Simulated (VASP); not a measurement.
Wanted: the native input for a VASP 6.6.1 run.

| Quantity | Value |
| --- | --- |
| Task | single point |
| Functional | RPBE |
| Dispersion | D3(BJ) |
| Potentials or basis | VASP PAW PBE potentials, release 64 (In_d, As) |
| Cutoff | 520 eV |
| k mesh | 8 × 8 × 8 |
| Occupations | fermi-dirac, width 0.05 eV |
| Spin | no spin polarisation |
| Dipole correction | no |
| Further INCAR settings | ALGO = Normal; EDIFF = 1e-06; NBANDS = 16 |

The structure of InAs lies in POSCAR:

```
InAs
1.0
    0.0000000000      2.9518725362      2.9518725362
    2.9518725362      0.0000000000      2.9518725362
    2.9518725362      2.9518725362      0.0000000000
In As
1 1
Direct
    0.0000000000      0.0000000000      0.0000000000
    0.7500000000      0.7500000000      0.7500000000
```

The input as run:

INCAR

```
SYSTEM = InAs
PREC     = Accurate       ! precision mode
ENCUT    = 520            ! plane-wave cutoff, eV
EDIFF    = 1E-6           ! SCF threshold, eV
ISMEAR   = -1             ! smearing method
SIGMA    = 0.05           ! smearing width, eV
LREAL    = .False.        ! projectors in reciprocal space
LASPH    = .True.         ! aspherical terms in the spheres
NELM     = 60             ! most SCF steps
ALGO     = Normal         ! electronic algorithm
ISIF     = 2              ! what is computed and relaxed
LWAVE    = .False.        ! write WAVECAR
LCHARG   = .False.        ! write CHGCAR
GGA      = RP             ! functional
IVDW     = 12             ! dispersion correction
NBANDS   = 16             ! bands
```

KPOINTS

```
regular mesh
0
Gamma
  8 8 8
  0 0 0
```

Potentials or basis: VASP PAW PBE potentials, release 64 (In_d, As).

Command:

```console
$ cat potpaw_PBE.64/In_d/POTCAR potpaw_PBE.64/As/POTCAR > POTCAR
$ mpirun -np 1 vasp_std > vasp.out
```

Results of the run:

| Quantity | Value |
| --- | --- |
| Pressure | 0.1 GPa |
| Band gap on the k mesh | 0.30 eV |
| Dispersion energy per atom | -1.634 eV |

Caveat: the PAW data sets were made with another functional, which shifts forces and pressure a little; spin-orbit coupling is left out, which moves the levels of the heavy elements.

Run time: 38 s on 1 thread of Intel Xeon 8259CL, with other jobs on the host, peak memory 0.2 GiB.
